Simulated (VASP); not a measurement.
Tl: single point with PBE

Crystal: Tl.

```xyz
1
Lattice="-1.9560 1.9560 1.9560 1.9560 -1.9560 1.9560 1.9560 1.9560 -1.9560" Properties=species:S:1:pos:R:3 pbc="T T T"
Tl    0.0000    0.0000    0.0000
```

This isn't the form of Tl at room conditions, which is hcp.

```json
{
 "Program": "VASP 6.6.1",
 "Task": "single point",
 "Functional": "PBE",
 "Potentials or basis": "VASP PAW PBE potentials, release 64 (Tl_d)",
 "Cutoff": "520 eV",
 "k mesh": "8 × 8 × 8",
 "Occupations": "fermi-dirac, width 0.01 eV",
 "Spin": "no spin polarisation",
 "Dipole correction": "no",
 "Further INCAR settings": "ALGO = Fast; EDIFF = 1e-06; NBANDS = 12"
}
```

```yaml
Pressure: 1.6 GPa
Band_gap_on_the_k_mesh: zero (an odd number of electrons rules out a gap without spin polarisation)
```

Levels at points of the mesh, in eV from the Fermi level:
```tsv
k point	band 4	band 5	band 6	band 7	band 8	band 9
(0.00, 0.00, 0.00)	-11.23	-11.23	-9.74	10.36	10.36	10.36
(0.50, 0.00, 0.00)	-11.23	-10.97	-5.04	-2.56	5.64	7.01
(0.50, 0.50, 0.50)	-11.04	-11.04	-1.84	1.44	1.44	1.44
```

Wall time 18 s on 1 thread of Intel Xeon 8259CL (shared host), peak memory 0.15 GiB.

Caveat: spin-orbit coupling is left out, which moves the levels of the heavy elements.
